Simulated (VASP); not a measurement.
## C: elastic constants with PBEsol

C:

```
C
1.0
     0.00000    1.77435    1.77435
     1.77435    0.00000    1.77435
     1.77435    1.77435    0.00000
C
2
Direct
  0.50000 0.50000 0.50000
  0.75000 0.75000 0.75000
```

| Quantity | Value |
| --- | --- |
| Program | VASP 6.6.1 |
| Task | elastic constants |
| Functional | PBEsol |
| Potentials or basis | VASP PAW PBE potentials, release 64 (C) |
| Cutoff | 600 eV |
| k mesh | 10 × 10 × 10 |
| Occupations | gaussian, width 0.01 eV |
| Spin | no spin polarisation |
| Dipole correction | no |
| Ions in elastic constants | relaxed |
| Further INCAR settings | ALGO = Normal; EDIFF = 1e-08; NBANDS = 11; IBRION = 6; POTIM = 0.015; NSW = 1; ISIF = 3 |

| Property | Result |
| --- | --- |
| Elastic constants C11, C12, C44 | 1078, 144, 581 GPa |
| Voigt bulk modulus | 456 GPa |
| Highest phonon frequency at Γ | 1316 cm⁻¹ |

Phonon frequencies in cm⁻¹ (negative: imaginary):
| q point | frequencies |
| --- | --- |
| (0.000, 0.000, 0.000) | 0 0 0 1316 1316 1316 |

Elastic tensor in Voigt notation (GPa, in the Cartesian axes of the cell as first typed):
```
1078  144  144    0    0    0
 144 1078  144    0    0    0
 144  144 1078    0    0    0
   0    0    0  581    0    0
   0    0    0    0  581    0
   0    0    0    0    0  581
```

Clamped-ion elastic tensor (GPa):
```
1078  144  144    0    0    0
 144 1078  144    0    0    0
 144  144 1078    0    0    0
   0    0    0  588    0    0
   0    0    0    0  588    0
   0    0    0    0    0  588
```

Wall time 81 s on 1 thread of Intel(R) Xeon(R) 6975P-C (Granite Rapids), on a shared host, peak memory 0.18 GiB.

Caveat: the cell is under stress, which shifts elastic constants; the PAW data sets were made with another functional, which shifts forces and pressure a little.
